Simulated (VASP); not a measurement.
**CdInI3: single point with PBE**

CdInI3:

```
Cd In I
1.0
     5.93827    0.00000    0.00000
     0.00000    5.93827    0.00000
     0.00000    0.00000    5.93827
Cd In I
1 1 3
Direct
  0.50000 0.50000 0.50000
  0.00000 0.00000 0.00000
  0.50000 0.00000 0.00000
  0.00000 0.50000 0.00000
  0.00000 0.00000 0.50000
```

* Program: VASP 6.6.1
* Task: single point
* Functional: PBE
* Potentials or basis: VASP PAW PBE potentials, release 64 (Cd, In_d, I)
* Cutoff: 520 eV
* k mesh: 4 × 4 × 4
* Occupations: gaussian, width 0.1 eV
* Spin: no spin polarisation

| Item | Value |
| --- | --- |
| Pressure | 0.3 GPa |
| Band gap on the k mesh | zero (band 23 reaches 1.95 eV, above the bottom of band 24 at 1.00 eV) |

Levels at points of the mesh, in eV from the Fermi level:
| k point | band 21 | band 22 | band 23 | band 24 | band 25 | band 26 |
| --- | --- | --- | --- | --- | --- | --- |
| (0.00, 0.00, 0.00) | -1.31 | -1.31 | -1.31 | -0.95 | 5.24 | 5.24 |
| (0.50, 0.00, 0.00) | -1.30 | -1.30 | 0.00 | 0.52 | 3.29 | 3.66 |
| (0.50, 0.50, 0.00) | -1.48 | -0.66 | -0.07 | 1.87 | 2.99 | 2.99 |
| (0.50, 0.50, 0.50) | -0.66 | -0.66 | -0.66 | 2.46 | 2.46 | 2.46 |

Run time: 56 s on 1 thread of Intel(R) Xeon(R) Platinum 8259CL CPU @ 2.50GHz (Skylake/Cascade Lake), on a shared host, peak memory 0.35 GiB.

Caveat: spin-orbit coupling is left out, which moves the levels of the heavy elements.
